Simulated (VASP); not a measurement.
Runs of VASP 6.6.1 on KHfAs. The structure is that of space group P4/mmm (No. 123), or close to it. The cells are those of the table. The cell was generated, and may not be a known phase.

| task | cell | k mesh | cutoff (eV) | gap on the mesh (eV) | pressure (GPa) | relaxed volume (Å³/atom) |
| --- | --- | --- | --- | --- | --- | --- |
| single point | a = 4.658, b = 4.658, c = 5.093 Å, 3 atoms | 4 × 4 × 4 | 520 | none | 0.0 | - |
| relaxation of cell and atoms | relaxed from a = 4.465, b = 4.465, c = 3.954 Å, 3 atoms | 4 × 4 × 4 | 600 | none | 0.0 | 36.92 |
| single point | a = 4.654, b = 4.654, c = 5.091 Å, 3 atoms | 10 × 10 × 10 | 520 | none | 0.0 | - |
| relaxation of cell and atoms | relaxed from a = 4.658, b = 4.658, c = 5.093 Å, 3 atoms | 10 × 10 × 10 | 600 | none | 0.0 | 36.80 |
| single point | a = 4.465, b = 4.465, c = 3.954 Å, 3 atoms | 4 × 4 × 4 | 520 | none | (a) | - |

Alike in all rows: level PBE; potentials or basis VASP PAW PBE potentials, release 64 (K_sv, Hf_pv, As); no spin polarisation; smearing gaussian 0.1 eV.

Question: Fill in the values left out.

Answer: (a) 51.1.

Caveats: some runs use coarse meshes; spin-orbit coupling is left out, which moves the levels of the heavy elements; the volume moved by over 15 % at a fixed basis, so the end points are rough (at least some runs).

A k mesh can miss the band edges, and the runs leave out spin-orbit coupling on As, Hf.

A gap of «none» marks levels without a gap at the run's occupations.
